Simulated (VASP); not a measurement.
A run of VASP 6.6.1:

File INCAR:

```
SYSTEM = Eu
PREC     = Accurate       ! precision mode
ENCUT    = 520            ! plane-wave cutoff, eV
EDIFF    = 1E-7           ! SCF threshold, eV
ISMEAR   = 0              ! smearing method
SIGMA    = 0.05           ! smearing width, eV
LREAL    = .FALSE.        ! projectors in reciprocal space
LASPH    = .TRUE.         ! aspherical terms in the spheres
NELM     = 150            ! most SCF steps
ALGO     = Normal         ! electronic algorithm
ISIF     = 2              ! what is computed and relaxed
LWAVE    = .FALSE.        ! write WAVECAR
LCHARG   = .FALSE.        ! write CHGCAR
ISPIN    = 2              ! spin polarisation
MAGMOM   = 7.7            ! initial moments
LORBIT   = 11             ! projections on sites
LMAXMIX  = 6              ! l up to which the mixer works
GGA      = PE             ! functional
NBANDS   = 18             ! bands
```

Contents of KPOINTS:

```
regular mesh
0
G
  14 14 14
  0 0 0
```

The input POSCAR:

```
Eu
1.0
   -2.1910423041      2.1910423041      2.1910423041
    2.1910423041     -2.1910423041      2.1910423041
    2.1910423041      2.1910423041     -2.1910423041
Eu
1
Direct
    0.0000000000      0.0000000000      0.0000000000
```

Potentials or basis: VASP PAW PBE potentials, release 64 (Eu).

The run is started by

```bash
$ cat potpaw_PBE.64/Eu/POTCAR > POTCAR
$ mpirun -np 1 vasp_std > vasp.out
```

Hardware: 1 thread of Oxide Virtual Turin-like Processor, on a shared host.

Question: Estimate the wall time of this run.

Answer: Wall time 4.8 min on 1 thread of Oxide Virtual Turin-like Processor, on a shared host, peak memory 0.24 GiB. Counts: scf iterations 20, k points 104.
